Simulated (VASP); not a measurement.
## Al12Cl: single point with PBE+D3(BJ)

Slab: Al12Cl, a slab with vacuum.

```
Al Cl
1.0
     5.63146    0.00000    0.00000
     0.00000    5.63146    0.00000
     0.00000    0.00000   21.14957
Al Cl
12 1
Direct
  0.25000 0.25000 0.18913
  0.25000 0.75000 0.18913
  0.75000 0.25000 0.18913
  0.75000 0.75000 0.18913
  0.00000 0.00000 0.28710
  0.00000 0.50000 0.28710
  0.50000 0.00000 0.28710
  0.50000 0.50000 0.28710
  0.25000 0.25000 0.38533
  0.25000 0.75000 0.38533
  0.75000 0.25000 0.38533
  0.75000 0.75000 0.38533
  0.41667 0.41667 0.52718
```

```yaml
Program: VASP 6.6.1
Task: single point
Functional: PBE
Dispersion: D3(BJ)
Potentials_or_basis: VASP PAW PBE potentials, release 64 (Al, Cl)
Cutoff: 520 eV
k_mesh: 5 × 5 × 1
Occupations: gaussian, width 0.1 eV
Spin: no spin polarisation
```

The largest force is 1.722 eV/Å and the dispersion energy per atom is -0.210 eV.

Forces in eV/Å, atoms in the order of the input:
```
Al   0.009  0.009  0.095
Al  -0.031 -0.013  0.055
Al  -0.013 -0.031  0.055
Al   0.029  0.029 -0.018
Al  -0.026 -0.026 -0.045
Al   0.012  0.026  0.012
Al   0.026  0.012  0.012
Al   0.001  0.001  0.100
Al   0.057  0.057  0.734
Al  -0.027  0.020  0.282
Al   0.020 -0.027  0.282
Al   0.057  0.057  0.149
Cl  -0.114 -0.114 -1.714
```

Levels at points of the mesh, in eV from the Fermi level:
| k point | band 19 | band 20 | band 21 | band 22 | band 23 | band 24 | band 25 | band 26 |
| --- | --- | --- | --- | --- | --- | --- | --- | --- |
| (0.00, 0.00, 0.00) | -0.66 | -0.50 | -0.41 | -0.28 | -0.01 | 0.02 | 0.04 | 0.16 |

Run time: 4.6 min on 1 thread of Intel(R) Xeon(R) 6975P-C (Granite Rapids), with other jobs on the host, peak memory 0.64 GiB.

Caveat: an odd number of electrons without spin polarisation forces a metal; a magnetic or distorted state may lie lower.
